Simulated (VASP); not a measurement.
# V (Im-3m) in VASP: further runs, part 2 of 2

VASP 6.6.1.

## Step 5: Single point, PBEsol, collinear spin, ferromagnetic start

INCAR

```
SYSTEM = V
PREC = Accurate
ENCUT = 520
EDIFF = 1E-6
ISMEAR = -1
SIGMA = 0.05
LREAL = .FALSE.
LASPH = .TRUE.
NELM = 150
ALGO = Fast
ISIF = 2
LWAVE = .FALSE.
LCHARG = .TRUE.
ISPIN = 2
MAGMOM = -2.03
LORBIT = 11
LMAXMIX = 4
GGA = PS
LELF = .TRUE.
LVHAR = .TRUE.
NBANDS = 16
```

KPOINTS

```
regular mesh
0
G
  12 12 12
  0 0 0
```

POSCAR

```
V
1.0
   -1.5143500000      1.5143500000      1.5143500000
    1.5143500000     -1.5143500000      1.5143500000
    1.5143500000      1.5143500000     -1.5143500000
V
1
Direct
    0.0000000000      0.0000000000      0.0000000000
```

Potentials or basis: VASP PAW PBE potentials, release 64 (V_sv).

The run is started by

```
> cat potpaw_PBE.64/V_sv/POTCAR > POTCAR
> mpirun -np 1 vasp_std > vasp.out
```

OUTCAR:

```text
SYSTEM = V
   PREC = Accurate
   ENCUT = 520
   EDIFF = 1E-6
   ISMEAR = -1
   LREAL = .FALSE.
   LASPH = .TRUE.
   NELM = 150
   ISIF = 2
   ISPIN = 2
   LORBIT = 11
   GGA = PS

 ion  position               nearest neighbor table
   1  0.000  0.000  0.000-

  LATTYP: Found a body centered cubic cell.
 ALAT       =     3.0287000000

  Lattice vectors:

 A1 = (  -1.5143500000,   1.5143500000,   1.5143500000)
 A2 = (   1.5143500000,  -1.5143500000,   1.5143500000)
 A3 = (   1.5143500000,   1.5143500000,  -1.5143500000)

Analysis of symmetry for initial positions (statically):
=====================================================================
 Subroutine PRICEL returns:
 Original cell was already a primitive cell.

 Routine SETGRP: Setting up the symmetry group for a
 body centered cubic supercell.

 Subroutine GETGRP returns: Found 48 space group operations
 (whereof 48 operations were pure point group operations)
 out of a pool of 48 trial point group operations.

The static configuration has the point symmetry O_h .

Analysis of symmetry for dynamics (positions and initial velocities):
=====================================================================
 Subroutine PRICEL returns:
 Original cell was already a primitive cell.

[... 621 lines left out ...]
      5       6.5405      1.00000
      6       8.0232      1.00000
[... 8 lines left out ...]
     15      37.8870      0.00000
     16      38.3244      0.00000

 [... further k-points ...]

 spin component 2

 k-point     1 :       0.0000    0.0000    0.0000
  band No.  band energies     occupation
      1     -54.3253      1.00000
      2     -27.7743      1.00000
      3     -27.7743      1.00000
      4     -27.7743      1.00000
      5       2.6557      1.00000
      6       9.5923      0.00025
[... 435 lines left out ...]
      5       6.5405      1.00000
      6       8.0233      1.00000
[... 8 lines left out ...]
     15      37.8870      0.00000
     16      38.3244      0.00000

 [... further k-points ...]
[... 5 lines left out ...]
  --------------------------------------------------------------------------------------
  -------------------------------------------------------------------------------------
  Total       -1.0276915     -1.0276915     -1.0276915     -0.0000000      0.0000000      0.0000000
  in kB     -118.5317156   -118.5317156   -118.5317156     -0.0000000      0.0000000      0.0000000
  external PRESSURE =    -118.5317156 kB  Pullay stress =       0.0000000 kB

 VOLUME and BASIS-vectors are now :
 -----------------------------------------------------------------------------
  energy-cutoff  :      520.00
  volume of cell :       13.89
      direct lattice vectors                 reciprocal lattice vectors
    -1.514350000  1.514350000  1.514350000     0.000000000  0.330174662  0.330174662
     1.514350000 -1.514350000  1.514350000     0.330174662  0.000000000  0.330174662
     1.514350000  1.514350000 -1.514350000     0.330174662  0.330174662  0.000000000

 POSITION                                       TOTAL-FORCE (eV/Angst)
 -----------------------------------------------------------------------------------
      0.00000      0.00000      0.00000         0.000000      0.000000      0.000000
 -----------------------------------------------------------------------------------
    total drift:                                0.000000     -0.000000     -0.000000

  FREE ENERGIE OF THE ION-ELECTRON SYSTEM (eV)
  ---------------------------------------------------
  free  energy   TOTEN  =        -9.6004747712 eV

  energy  without entropy=       -9.5825277527  energy(sigma->0) =       -9.59150126

 total charge

# of ion       s       p       d       tot
------------------------------------------
    1        2.334   6.213   3.058  11.605

 magnetization (x)

# of ion       s       p       d       tot
------------------------------------------
    1        0.000  -0.000   0.000   0.000
```

stdout:

```text
POSCAR found type information on POSCAR V
 POSCAR found :  1 types and       1 ions
 scaLAPACK will be used
 -----------------------------------------------------------------------------
|                                                                             |
|                                                                             |
|     You enforced a specific xc type in the INCAR file but a different       |
|     I HOPE YOU KNOW WHAT YOU ARE DOING!                                     |
|                                                                             |
 -----------------------------------------------------------------------------

 LDA part: xc-table for (Slater+PW92), standard interpolation
 POSCAR, INCAR and KPOINTS ok, starting setup
 FFT: planning ... GRIDC
 FFT: planning ... GRID_SOFT
 FFT: planning ... GRID
 WAVECAR not read
 entering main loop
WARNING in EDDRMM: call to ZHEGV failed, returncode =   8  4     16
```

Run time: 26 s. Hardware: 1 thread of Intel Xeon Platinum 8488C (Sapphire Rapids), shared host; peak memory 0.14 GiB.

What came out:

```yaml
Free_energy: -9.6005 eV
Pressure: -11.9 GPa
Net_moment: 0.00 μB per cell
Valence_electrons_inside_the_program's_atomic_spheres: V 11.61
```

Caveat: the PAW data sets were made with another functional, which shifts forces and pressure a little.

## Step 6: Overview

| fixed moment (μB) | k mesh | pressure (GPa) | moment (μB) |
| --- | --- | --- | --- |
| 2.5 | 10 × 10 × 10 | 19.3 | 2.50 |
| 3.0 | 10 × 10 × 10 | 31.2 | 3.00 |
| 4.0 | 10 × 10 × 10 | 58.9 | 4.00 |
| - | 12 × 12 × 12 | -11.9 | 0.00 |

Alike in all rows: task single point; level PBEsol; potentials or basis VASP PAW PBE potentials, release 64 (V_sv); spin collinear, ferromagnetic start; cell as given; cutoff (eV) 520; smearing fermi-dirac 0.05 eV.

Caveats: the PAW data sets were made with another functional, which shifts forces and pressure a little; the total moment is fixed, so each spin has its own Fermi level (some runs).

Total energies depend on the potentials used, so only differences within one code and one set of settings carry meaning.
